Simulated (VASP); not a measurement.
A run of VASP 6.6.1 is set up as follows.

Contents of INCAR:

```
SYSTEM = SnSe
PREC = Accurate
ENCUT = 520
EDIFF = 1E-7
ISMEAR = 0
SIGMA = 0.02
LREAL = .FALSE.
LASPH = .TRUE.
NELM = 100
ALGO = Normal
ISIF = 2
LWAVE = .FALSE.
LCHARG = .FALSE.
GGA = PE
NBANDS = 28
```

KPOINTS

```
Automatic mesh
0
G
  6 6 4
  0 0 0
```

Contents of POSCAR:

```
SnSe
1.0
    4.3867182658      0.0000000000      0.0000000000
    0.0000000000      4.3867182658      0.0000000000
    0.0000000000      0.0000000000     11.5804526697
Sn Se
2 2
Direct
    0.5000000000      0.0000000000      0.3598931310
    0.0000000000      0.5000000000      0.6401068690
    0.5000000000      0.0000000000      0.6308838368
    0.0000000000      0.5000000000      0.3691161632
```

Potentials or basis: VASP PAW PBE potentials, release 64 (Sn_d, Se).

Run with:

```bash
$ cat potpaw_PBE.64/Sn_d/POTCAR potpaw_PBE.64/Se/POTCAR > POTCAR
$ mpirun -np 1 vasp_std > vasp.out
```

(1) What does it give for the band gap on the k mesh?

(2) What does it give for the largest force?

Answers

(1) 1.12 eV, indirect (the least direct gap lies 1.2 meV higher).

(2) 0.974 eV/Å.

Caveat: the cell differs from its parent crystal (strained); spin-orbit coupling is left out, which moves the levels of the heavy elements.
